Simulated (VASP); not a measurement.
Here is a VASP 6.6.1 calculation.

Contents of INCAR:

```
PREC = Accurate
ENCUT = 520
EDIFF = 1E-7
ISMEAR = -1
SIGMA = 0.03
LREAL = F
LASPH = T
NELM = 100
ALGO = Normal
ISIF = 2
LWAVE = F
LCHARG = F
GGA = PE
NBANDS = 18
```

File KPOINTS:

```
Automatic mesh
0
Gamma
  14 14 8
```

Contents of POSCAR:

```
Au
1.0
    2.8707034943      0.0000000000      0.0000000000
   -1.4353517471      2.4861021528      0.0000000000
    0.0000000000      0.0000000000      4.8307037003
Au
2
Direct
    0.3333333333      0.6666666667      0.7500000000
    0.6666666667      0.3333333333      0.2500000000
```

Potentials or basis: VASP PAW PBE potentials, release 64 (Au).

Launch:

```bash
$ cat potpaw_PBE.64/Au/POTCAR > POTCAR
$ mpirun -np 1 vasp_std > vasp.out
```

Question: What does it give for the band gap on the k mesh?

Answer: Zero (band 11 reaches 13.17 eV, above the bottom of band 12 at 6.63 eV).

Question: Predict the pressure.

Answer: 6.6 GPa.

Stress tensor (GPa, compression positive):
```
6.93 0.00 0.00
0.00 6.93 0.00
0.00 0.00 5.81
```

Caveat: spin-orbit coupling is left out, which moves the levels of the heavy elements.
